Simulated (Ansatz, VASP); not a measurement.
Given: the input of a run of Ansatz 0.2.0 on Ta3Cu.

Contents of input.yaml:

```yaml
crystal:
  lattice:
    - [-2.0458602655, 2.0458602655, 4.2907040909]
    - [2.0458602655, -2.0458602655, 4.2907040909]
    - [2.0458602655, 2.0458602655, -4.2907040909]
  atoms:
    - { symbol: Ta, position: [0.5, 0.5, 0.0] }
    - { symbol: Ta, position: [0.25, 0.75, 0.5] }
    - { symbol: Ta, position: [0.75, 0.25, 0.5] }
    - { symbol: Cu, position: [0.0, 0.0, 0.0] }
hamiltonian:
  xc: lda
  pseudopotentials: { kind: paw }
kpoints:
  mp_grid: { grid: [9, 9, 9] }
scf:
  occupations: { method: fermi_dirac, width: 0.05 }
output:
  forces: true
  stress: true
  eigenvalues: true
```

Potentials or basis: Ansatz PAW.

The run is started by

```sh
$ ansatz run input.yaml --threads 2 --pin off --max-ram 5632MiB --backend cpu --events-out ev --progress --plain --runs-dir out
```

**Question.** Set up the same calculation for VASP 6.6.1. Potentials there: VASP PAW LDA potentials, release 64 (Ta_pv, Cu).

**Answer.** As run (the cutoff follows the program's own potentials):

File INCAR:

```
PREC = Accurate ; ENCUT = 520
EDIFF = 1E-6 ; ISMEAR = -1
SIGMA = 0.05 ; LREAL = False
LASPH = True ; NELM = 100
ALGO = Fast ; ISIF = 2
LWAVE = False ; LCHARG = False
NBANDS = 30
```

File KPOINTS:

```
regular mesh
0
Gamma
  9 9 9
```

POSCAR

```
Ta3Cu
1.0
   -2.0458602655      2.0458602655      4.2907040909
    2.0458602655     -2.0458602655      4.2907040909
    2.0458602655      2.0458602655     -4.2907040909
Ta Cu
3 1
Direct
    0.5000000000      0.5000000000      0.0000000000
    0.2500000000      0.7500000000      0.5000000000
    0.7500000000      0.2500000000      0.5000000000
    0.0000000000      0.0000000000      0.0000000000
```

Potentials or basis: VASP PAW LDA potentials, release 64 (Ta_pv, Cu).

The run is started by

```bash
$ cat potpaw_LDA.64/Ta_pv/POTCAR potpaw_LDA.64/Cu/POTCAR > POTCAR
$ mpirun -np 1 vasp_std > vasp.out
```

Both were run:

|  | VASP | Ansatz | Ansatz less VASP |
| --- | --- | --- | --- |
| gap on the k mesh at the Fermi level (eV) | none | none | - |
| pressure (GPa) | -19.0 | -19.5 | -0.56 |
| traceless stress, the component that is largest in VASP (GPa) | -0.24 | -0.13 | +0.114 |

LDA's correlation is that of Perdew and Zunger in VASP and of Perdew and Wang (1992) in Ansatz. A gap of «none» marks a metal or a gap that the smearing closes. VASP's potentials hold 44 valence electrons a cell and Ansatz's 58, so a difference there can come from the potentials and not from the codes.

Neither program's run includes spin-orbit coupling.
